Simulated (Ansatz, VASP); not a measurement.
## Two plane-wave programs on Al12H

```
CELL_PARAMETERS angstrom
5.71352 0.00000 0.00000
-2.85676 4.94805 0.00000
0.00000 0.00000 21.60138
ATOMIC_POSITIONS crystal
Al 0.33333 0.16667 0.18517
Al 0.33333 0.66667 0.18517
Al 0.83333 0.16667 0.18517
Al 0.83333 0.66667 0.18517
Al 0.16667 0.33333 0.29168
Al 0.16667 0.83333 0.29168
Al 0.66667 0.33333 0.29168
Al 0.66667 0.83333 0.29168
Al 0.00000 0.00000 0.39819
Al 0.00000 0.50000 0.39819
Al 0.50000 0.00000 0.39819
Al 0.50000 0.50000 0.39819
H 0.33333 0.66667 0.40698
```

Alike in both runs: task single point; functional PBE; k mesh 6 × 6 × 1; occupations gaussian, width 0.1 eV; collinear spin.

|  | VASP | Ansatz |
| --- | --- | --- |
| version | VASP 6.6.1 | Ansatz 0.2.0 |
| potentials or method | VASP PAW PBE potentials, release 64 (Al, H), cutoff 520 eV | scalar-relativistic, plane waves, PAW |
| valence electrons in the cell | 37 | 37 |

Ansatz gave:

```
gap on the k mesh at the Fermi level (eV) : none
rms of the force components (eV/Å)        : 0.452
net moment per atom (μB)                  : 0.00
```

**Question.** Estimate VASP's values.

**Answer.** gap on the k mesh at the Fermi level (eV): none; rms of the force components (eV/Å): 0.451; net moment per atom (μB): 0.00.

Atom by atom the forces differ by 0.001 eV/Å (rms over components). A gap of «none» marks a metal or a gap that the smearing closes. Ansatz's warnings: seeded moment not kept.
